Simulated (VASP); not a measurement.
# La2TaO5 (I4/m) in VASP: single point with PBE

Aim: the single point of La2TaO5 with PBE.

All numbers are computed with VASP 6.6.1; they aren't measurements. Logs are shortened: lines on timing, memory, paths and dates and some standing lists are left out, and cuts for length are marked.

## (1) The cell of the first run

Symmetry: I4/m, No. 87, tetragonal system. The conventional cell has a = 8.963 Å, b = 8.963 Å, c = 6.120 Å, α = 90.00°, β = 90.00°, γ = 90.00°. La (site symmetry m) has 8 O at 2.41 to 2.62 Å within 3.2 Å. Ta (site symmetry 4) has 4 O at 1.94 Å within 2.6 Å. O (site symmetry 1) has 1 Ta at 1.94 Å and 3 La at 2.51 to 2.62 Å and 5 O at 2.71 to 2.99 Å within 3.0 Å. Within 3.2 Å of O (site symmetry -4) lie 4 La at 2.41 Å and 6 O at 2.89 to 3.06 Å.

## (2) Single point, PBE (15.36 Å³/atom)

Input file INCAR:

```
PREC = Accurate ; ENCUT = 520
EDIFF = 1E-6 ; ISMEAR = 0
SIGMA = 0.02 ; LREAL = Auto
LASPH = T ; NELM = 80
ALGO = Normal ; ISIF = 2
LWAVE = F ; LCHARG = F
GGA = PE ; NBANDS = 77
```

Input file KPOINTS:

```
regular mesh
0
Gamma
  6 6 6
```

Input file POSCAR:

```
La2TaO5
1.0
   -4.4814587108      4.4814587108      3.0600315141
    4.4814587108     -4.4814587108      3.0600315141
    4.4814587108      4.4814587108     -3.0600315141
La Ta O
4 2 10
Direct
    0.3869904065      0.1736448632      0.5606352697
    0.6130095935      0.8263551368      0.4393647303
    0.1736448632      0.6130095935      0.7866544567
    0.8263551368      0.3869904065      0.2133455433
    0.2265618379      0.2265618379      0.0000000000
    0.7734381621      0.7734381621      0.0000000000
    0.3658356297      0.0796221417      0.9022134200
    0.1774087217      0.4636222097      0.0977865800
    0.0796221417      0.1774087217      0.7137865120
    0.4636222097      0.3658356297      0.2862134880
    0.8225912783      0.5363777903      0.9022134200
    0.6341643703      0.9203778583      0.0977865800
    0.5363777903      0.6341643703      0.7137865120
    0.9203778583      0.8225912783      0.2862134880
    0.2500000000      0.7500000000      0.5000000000
    0.7500000000      0.2500000000      0.5000000000
```

Potentials or basis: VASP PAW PBE potentials, release 64 (La, Ta_pv, O).

Launch:

```sh
cat potpaw_PBE.64/La/POTCAR potpaw_PBE.64/Ta_pv/POTCAR potpaw_PBE.64/O/POTCAR > POTCAR
mpirun -np 1 vasp_std > vasp.out
```

OUTCAR:

```text
PREC = Accurate
   ENCUT = 520
   EDIFF = 1E-6
   ISMEAR = 0
   LREAL = Auto
   LASPH = T
   NELM = 80
   ISIF = 2
   GGA = PE

 ion  position               nearest neighbor table
   1  0.387  0.174  0.561-  15 2.41  16 2.41  10 2.51  14 2.51  13 2.60   9 2.60   7 2.62  11 2.62
                             6 3.52   5 3.52
   2  0.613  0.826  0.439-  15 2.41  16 2.41   9 2.51  13 2.51  10 2.60  14 2.60   8 2.62  12 2.62
                             6 3.52   5 3.52
   3  0.174  0.613  0.787-  15 2.41  16 2.41   7 2.51  11 2.51  12 2.60   8 2.60  13 2.62   9 2.62
                             6 3.52   5 3.52
   4  0.826  0.387  0.213-  16 2.41  15 2.41  12 2.51   8 2.51   7 2.60  11 2.60  10 2.62  14 2.62
                             5 3.52   6 3.52
   5  0.227  0.227  0.000-   7 1.94   8 1.94   9 1.94  10 1.94   6 2.77   6 3.35   1 3.52   2 3.52
                             4 3.52   3 3.52
   6  0.773  0.773  0.000-  12 1.94  11 1.94  13 1.94  14 1.94   5 2.77   5 3.35   1 3.52   2 3.52
                             3 3.52   4 3.52
   7  0.366  0.080  0.902-   5 1.94   3 2.51   4 2.60   1 2.62
   8  0.177  0.464  0.098-   5 1.94   4 2.51   3 2.60   2 2.62
   9  0.080  0.177  0.714-   5 1.94   2 2.51   1 2.60   3 2.62
  10  0.464  0.366  0.286-   5 1.94   1 2.51   2 2.60   4 2.62
  11  0.823  0.536  0.902-   6 1.94   3 2.51   4 2.60   1 2.62
  12  0.634  0.920  0.098-   6 1.94   4 2.51   3 2.60   2 2.62
  13  0.536  0.634  0.714-   6 1.94   2 2.51   1 2.60   3 2.62
  14  0.920  0.823  0.286-   6 1.94   1 2.51   2 2.60   4 2.62
  15  0.250  0.750  0.500-   3 2.41   4 2.41   1 2.41   2 2.41
  16  0.750  0.250  0.500-   4 2.41   3 2.41   1 2.41   2 2.41

  LATTYP: Found a body centered tetragonal cell.
 ALAT       =     8.9629174216
 C/A-ratio  =     0.6828204189

  Lattice vectors:

 A1 = (  -4.4814587108,   4.4814587108,   3.0600315141)
 A2 = (   4.4814587108,  -4.4814587108,   3.0600315141)
 A3 = (   4.4814587108,   4.4814587108,  -3.0600315141)

Analysis of symmetry for initial positions (statically):
=====================================================================
 Subroutine PRICEL returns:
 Original cell was already a primitive cell.

 Routine SETGRP: Setting up the symmetry group for a
 body centered tetragonal supercell.

 Subroutine GETGRP returns: Found  8 space group operations
 (whereof  8 operations were pure point group operations)
 out of a pool of 16 trial point group operations.

The static configuration has the point symmetry C_4h.

Analysis of symmetry for dynamics (positions and initial velocities):
=====================================================================
 Subroutine PRICEL returns:
 Original cell was already a primitive cell.

 Routine SETGRP: Setting up the symmetry group for a
 body centered tetragonal supercell.

 Subroutine GETGRP returns: Found  8 space group operations
 (whereof  8 operations were pure point group operations)
 out of a pool of 16 trial point group operations.

The dynamic configuration has the point symmetry C_4h.

 Subroutine INISYM returns: Found  8 space group operations
 (whereof  8 operations are pure point group operations),
 and found     1 'primitive' translations

----------------------------------------------------------------------------------------

                                     Primitive cell

  volume of cell :     245.8242

  direct lattice vectors                    reciprocal lattice vectors
    -4.481458711  4.481458711  3.060031514     0.000000000  0.111570815  0.163397010
     4.481458711 -4.481458711  3.060031514     0.111570815  0.000000000  0.163397010
     4.481458711  4.481458711 -3.060031514     0.111570815  0.111570815  0.000000000

  length of vectors
     7.037807700  7.037807700  7.037807700     0.197855072  0.197855072  0.157784960

  position of ions in fractional coordinates (direct lattice)
     0.386990406  0.173644863  0.560635270
     0.613009594  0.826355137  0.439364730
     0.173644863  0.613009594  0.786654457
     0.826355137  0.386990406  0.213345543
     0.226561838  0.226561838  0.000000000
     0.773438162  0.773438162  0.000000000
[... 8 lines left out ...]
     0.250000000  0.750000000  0.500000000
     0.750000000  0.250000000  0.500000000

  ion indices of the primitive-cell ions
   primitive index   ion index
                 1           1
                 2           2
                 3           3
                 4           4
                 5           5
                 6           6
[... 8 lines left out ...]
                15          15
                16          16

----------------------------------------------------------------------------------------

 KPOINTS: regular mesh

Automatic generation of k-mesh.
 Grid dimensions read from file:
 generate k-points for:    6    6    6

 Generating k-lattice:

  Cartesian coordinates                     Fractional coordinates (reciprocal lattice)
     0.000000000  0.018595136  0.027232835     0.166666667  0.000000000 -0.000000000
     0.018595136  0.000000000  0.027232835     0.000000000  0.166666667 -0.000000000
     0.018595136  0.018595136  0.000000000     0.000000000  0.000000000  0.166666667

  Length of vectors
     0.032975845  0.032975845  0.026297493

  Shift w.r.t. Gamma in fractional coordinates (k-lattice)
     0.000000000  0.000000000  0.000000000

 Subroutine IBZKPT returns following result:
 ===========================================

 Found     36 irreducible k-points:

 Following reciprocal coordinates:
            Coordinates               Weight
  0.000000  0.000000  0.000000      1.000000
  0.166667  0.000000  0.000000      8.000000
  0.333333  0.000000  0.000000      8.000000
  0.500000  0.000000  0.000000      4.000000
  0.166667  0.166667  0.000000      8.000000
  0.333333  0.166667  0.000000      8.000000
[... 16 lines left out ...]
 -0.333333  0.333333 -0.166667      4.000000
 -0.166667  0.333333  0.166667      8.000000
 [... further k-points ...]
   k-points           NKPTS =     36   k-points in BZ     NKDIM =     36   number of bands    NBANDS=     77
   number of dos      NEDOS =    301   number of ions     NIONS =     16
   total plane-waves  NPLWV = 157464
   dimension x,y,z NGX =    54 NGY =   54 NGZ =   54
   dimension x,y,z NGXF=   108 NGYF=  108 NGZF=  108
   ions per type =               4   2  10
   NGX,Y,Z   is equivalent  to a cutoff of  12.76, 12.76, 12.76 a.u.
   NGXF,Y,Z  is equivalent  to a cutoff of  25.51, 25.51, 25.51 a.u.
 SYSTEM =  unknown system
   PREC   = accura    normal or accurate (medium, high low for compatibility)
   ISTART =      0    job   : 0-new  1-cont  2-samecut
   ICHARG =      2    charge: 1-file 2-atom 10-const
   ISPIN  =      1    spin polarized calculation?
   LNONCOLLINEAR =      F non collinear calculations
   LSORBIT =      F    spin-orbit coupling
   LASPH  =      T    aspherical Exc in radial PAW
   ENCUT  =  520.0 eV  38.22 Ry    6.18 a.u.  13.09 13.09 13.09*2*pi/ulx,y,z
   NELM   =     80;   NELMIN=  2; NELMDL= -5     # of ELM steps
   EDIFF  = 0.1E-05   stopping-criterion for ELM
   LREAL  =      T    real-space projection
   EDIFFG = 0.1E-04   stopping-criterion for IOM
   NSW    =      0    number of steps for IOM
   IBRION =     -1    ionic relax: 0-MD 1-quasi-New 2-CG
   NFREE  =      0    steps in history (QN), initial steepest desc. (CG)
   ISIF   =      2    stress and relaxation
   ISYM   =      2    0-nonsym 1-usesym 2-fastsym
   POTIM  = 0.5000    time-step for ionic-motion
   TEBEG  =    0.0;   TEEND  =   0.0 temperature during run
   PSTRESS=    0.0 pullay stress
   NELECT =     126.0000    total number of electrons
   NUPDOWN=      -1.0000    fix difference up-down
   EMIN   =  10.00;   EMAX   =-10.00  energy-range for DOS
   EFERMI =   0.00;   METHOD = LEGACY
   ISMEAR =     0;   SIGMA  =   0.02  broadening in eV -4-tet -1-fermi 0-gaus
   EFERMI_NEDOS =   21; number of points for ismear=-14 and -15
   IALGO  =     38    algorithm
   IMIX   =      4    mixing-type and parameters
     AMIX     =   0.40;   BMIX     =  1.00
     AMIX_MAG =   1.60;   BMIX_MAG =  1.00
  volume/ion in A,a.u.               =      15.36       103.68
  Fermi-wavevector in a.u.,A,eV,Ry     =   1.310157  2.475838 23.354567  1.716512
  Thomas-Fermi vector in A             =   2.440707
   LORBIT       =      0    0 simple, 1 ext, 2 COOP (PROOUT), +10 PAW based schemes
   GGA     = PE    functional components
   LHFCALC =     F    Hartree Fock is set to
   AEXX    =    0.0000 exact exchange contribution
   IVDW    =     0    specifies the selected vdW correction
   LEPSILON=     F    determine dielectric tensor
   LRPA    =     F    only Hartree local field effects (RPA)
 non-spin polarized calculation
 Gauss-broadening in eV      SIGMA  =   0.02
  energy-cutoff  :      520.00
  volume of cell :      245.82
 maximum number of plane-waves:      6656
 NGX is ok and might be reduce to    54
   NGX = 27   NGY = 27   NGZ = 27

 number of electron     126.0000007 magnetization

 Free energy of the ion-electron system (eV)
  ---------------------------------------------------
  ext. energy  EPLUGINS =         0.00000000
  ---------------------------------------------------
  free energy    TOTEN  =      -143.77733273 eV

  energy without entropy =     -143.77733273  energy(sigma->0) =     -143.77733273

 E-fermi :   4.9806     XC(G=0): -10.4415

 val. band max:        4.8098430826   @ k =   0.3333   0.1667   0.1667
 cond. band min:       6.6753075025   @ k =  -0.1667  -0.3333   0.1667
 fundamental gap:      1.8654644199
 Fermi energy:         4.9806257102

 k-point     1 :       0.0000    0.0000    0.0000
  band No.  band energies     occupation
      1     -29.1666      2.00000
      2     -28.9947      2.00000
      3     -28.9947      2.00000
      4     -28.9283      2.00000
      5     -28.9283      2.00000
      6     -28.5762      2.00000
[... 67 lines left out ...]
     74       9.7806      0.00000
     75       9.8467      0.00000
[... 1792 lines left out ...]
     74       9.6979      0.00000
     75       9.7959      0.00000

 [... further k-points ...]

 [bands above 75 left out]

------------------------ aborting loop because EDIFF is reached ----------------------------------------

  FORCE on cell =-STRESS in cart. coord.  units (eV):
  Direction    XX          YY          ZZ          XY          YZ          ZX
  --------------------------------------------------------------------------------------
  -------------------------------------------------------------------------------------
  Total        6.6025703      6.6025703      5.4247843      0.0000001      0.0000000     -0.0000000
  in kB       43.0327327     43.0327327     35.3564265      0.0000009      0.0000000     -0.0000000
  external PRESSURE =      40.4739639 kB  Pullay stress =       0.0000000 kB

 VOLUME and BASIS-vectors are now :
 -----------------------------------------------------------------------------
  energy-cutoff  :      520.00
  volume of cell :      245.82
      direct lattice vectors                 reciprocal lattice vectors
    -4.481458711  4.481458711  3.060031514     0.000000000  0.111570815  0.163397010
     4.481458711 -4.481458711  3.060031514     0.111570815  0.000000000  0.163397010
     4.481458711  4.481458711 -3.060031514     0.111570815  0.111570815  0.000000000

 POSITION                                       TOTAL-FORCE (eV/Angst)
 -----------------------------------------------------------------------------------
      1.55636      3.46856      0.00000        -0.009758      0.000714     -0.000000
      2.92509      1.01290      3.06003         0.009758     -0.000714     -0.000000
      5.49435      1.55636      0.00000        -0.000714     -0.009758     -0.000000
     -1.01290      2.92509      3.06003         0.000714      0.009758     -0.000000
      0.00000      0.00000      1.38657        -0.000000     -0.000000     -0.089196
      0.00000      0.00000      4.73349        -0.000000     -0.000000      0.089196
[... 8 lines left out ...]
      4.48146      0.00000      1.53002        -0.000000     -0.000000     -0.000000
      0.00000      4.48146      1.53002        -0.000000     -0.000000     -0.000000
 -----------------------------------------------------------------------------------
    total drift:                                0.000000      0.000000     -0.000000

  FREE ENERGIE OF THE ION-ELECTRON SYSTEM (eV)
  ---------------------------------------------------
  free  energy   TOTEN  =      -143.7773327273 eV

  energy  without entropy=     -143.7773327273  energy(sigma->0) =     -143.77733273
```

Run time: 31 min. Hardware: 1 thread of Intel Xeon 6975P-C (Granite Rapids), shared host; peak memory 0.66 GiB.

Results:

| Item | Value |
| --- | --- |
| Free energy | -143.7773 eV |
| Pressure | 4.0 GPa |
| Largest force | 0.111 eV/Å |
| Band gap on the k mesh | 1.87 eV |

Forces on the atoms (eV/Å):
```
La  -0.010  0.001  0.000
La   0.010 -0.001  0.000
La  -0.001 -0.010  0.000
La   0.001  0.010  0.000
Ta   0.000  0.000 -0.089
Ta   0.000  0.000  0.089
O   -0.099  0.047  0.019
O    0.099 -0.047  0.019
O   -0.047 -0.099  0.019
O    0.047  0.099  0.019
O   -0.099  0.047 -0.019
O    0.099 -0.047 -0.019
O   -0.047 -0.099 -0.019
O    0.047  0.099 -0.019
O    0.000  0.000  0.000
O    0.000  0.000  0.000
```

Caveat: the cell stands under pressure; spin-orbit coupling is left out, which moves the levels of the heavy elements. A k mesh can miss the band edges.
